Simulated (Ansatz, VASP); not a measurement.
# Two plane-wave programs on CsCdCl3

```
Cs Cd Cl
1.0
     5.27719    0.00000    0.00000
     0.00000    5.27719    0.00000
     0.00000    0.00000    5.27719
Cs Cd Cl
1 1 3
Direct
  0.00000 0.00000 0.00000
  0.50000 0.50000 0.50000
  0.00000 0.50000 0.50000
  0.50000 0.00000 0.50000
  0.50000 0.50000 0.00000
```

Alike in both runs: task single point; functional LDA; k mesh 6 × 6 × 6; occupations gaussian, width 0.02 eV; no spin polarisation.

```csv
,VASP,Ansatz
version,VASP 6.6.1,Ansatz 0.2.0
potentials or method,"VASP PAW LDA potentials, release 64 (Cs_sv, Cd, Cl), cutoff 520 eV","scalar-relativistic, plane waves, PAW"
valence electrons in the cell,42,50
```

```tsv
	VASP	Ansatz	Ansatz less VASP
gap on the k mesh at the Fermi level (eV)	1.46	1.44	-0.027
least direct gap on the mesh (eV)	1.93	1.91	-0.022
pressure (GPa)	-3.0	-3.2	-0.17
```

LDA's correlation is that of Perdew and Zunger in VASP and of Perdew and Wang (1992) in Ansatz. VASP's potentials hold 42 valence electrons a cell and Ansatz's 50, so a difference there can come from the potentials and not from the codes.

Spin-orbit coupling is off throughout.
